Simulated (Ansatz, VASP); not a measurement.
## Two plane-wave programs on MnO

```
Mn O
1.0
     0.00000    2.22300    2.22300
     2.22300    0.00000    2.22300
     2.22300    2.22300    0.00000
Mn O
1 1
Direct
  0.00000 0.00000 0.00000
  0.50000 0.50000 0.50000
```

Alike in both runs: task single point; functional LDA; k mesh 12 × 12 × 12; occupations fermi-dirac, width 0.1 eV; collinear spin.

|  | VASP | Ansatz |
| --- | --- | --- |
| version | VASP 6.6.1 | Ansatz 0.2.0 |
| potentials or method | VASP PAW LDA potentials, release 64 (Mn_pv, O) | plane waves, PAW |
| plane-wave cutoff (eV) | 520 | 420 |
| valence electrons in the cell | 19 | 21 |

Ansatz gave:

* pressure (GPa): -16.5
* net moment per atom (μB): 2.30
* size of the moment on the site where the two differ most (μB): 3.90

Task: Which values does VASP return?

Result: Pressure (GPa): -17.5; net moment per atom (μB): 2.26; size of the moment on the site where the two differ most (μB): 4.11.

LDA's correlation is that of Perdew and Zunger in VASP and of Perdew and Wang (1992) in Ansatz. Site moments also hang on the region over which each program counts them. VASP's potentials hold 19 valence electrons a cell and Ansatz's 21, so a difference there can come from the potentials and not from the codes.
